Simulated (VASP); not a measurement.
A run of VASP 6.6.1:

INCAR

```
PREC = Accurate ; ENCUT = 520
EDIFF = 1E-7 ; ISMEAR = 0
SIGMA = 0.1 ; LREAL = F
LASPH = T ; NELM = 100
ALGO = Fast ; ISIF = 2
LWAVE = F ; LCHARG = F
GGA = PS ; NBANDS = 12
```

Contents of KPOINTS:

```
Automatic mesh
0
Gamma
  21 21 16
```

The input POSCAR:

```
Li
1.0
    3.0534023717      0.0000000000      0.0000000000
   -1.5267011859      2.6443240219      0.0000000000
    0.0000000000      0.0000000000      7.4792777901
Li
3
Direct
    0.0000000000      0.0000000000      0.0000000000
    0.3333333333      0.6666666667      0.3333333333
    0.6666666667      0.3333333333      0.6666666667
```

Potentials or basis: VASP PAW PBE potentials, release 64 (Li_sv).

Run with:

```bash
$ cat potpaw_PBE.64/Li_sv/POTCAR > POTCAR
$ mpirun -np 1 vasp_std > vasp.out
```

Hardware: 1 thread of Intel(R) Xeon(R) Platinum 8259CL CPU @ 2.50GHz (Skylake/Cascade Lake), on a shared host.

Task: Estimate the wall time of this run.

Result: It took 7 min on 1 thread of Intel(R) Xeon(R) Platinum 8259CL CPU @ 2.50GHz (Skylake/Cascade Lake), with other jobs on the host, peak memory 0.44 GiB. Counts: scf iterations 17, k points 691.
